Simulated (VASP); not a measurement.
A run of VASP 6.6.1 is set up as follows.

File POSCAR:

```
SiC
1.0
    0.0000000000      2.2651744451      2.1192003435
    2.2651744451      0.0000000000      2.1192003435
    2.2651744451      2.2651744451      0.0000000000
Si C
1 1
Direct
    0.0000000000      0.0000000000      0.0000000000
    0.2500000000      0.2500000000      0.2500000000
```

Contents of INCAR.step1:

```
SYSTEM = SiC
ALGO = Normal
EDIFF = 1E-4
ENCUT = 520
GGA = PE
ISMEAR = 0
LASPH = .True.
LCHARG = .False.
LREAL = .False.
LWAVE = .True.
NBANDS = 11
NELM = 60
PREC = Accurate
SIGMA = 0.01
```

The input INCAR.step2:

```
SYSTEM = SiC
ALGO = Normal
EDIFF = 1E-6
ENCUT = 520
ISIF = 2
ISMEAR = 0
ISTART = 1
LASPH = .True.
LCHARG = .False.
LMIXTAU = .True.
LREAL = .False.
LWAVE = .False.
METAGGA = R2SCAN
NBANDS = 11
NELM = 60
PREC = Accurate
SIGMA = 0.01
```

Contents of KPOINTS:

```
k-points
0
Gamma
  10 10 10
  0 0 0
```

Potentials or basis: VASP PAW PBE potentials, release 64 (Si, C).

Launch:

```sh
$ cat potpaw_PBE.64/Si/POTCAR potpaw_PBE.64/C/POTCAR > POTCAR
$ cp INCAR.step1 INCAR
$ mpirun -np 1 vasp_std > vasp.out
$ cp INCAR.step2 INCAR
$ mpirun -np 1 vasp_std > vasp.out
```

(1) Estimate the band gap on the k mesh.

(2) What does it give for the pressure?

Answers

(1) 1.10 eV, indirect (least direct gap 4.92 eV).

(2) -10.9 GPa.

Caveat: the cell differs from its parent crystal (epitaxial xy strain +4.0%); the PAW data sets were made with another functional, which shifts forces and pressure a little.
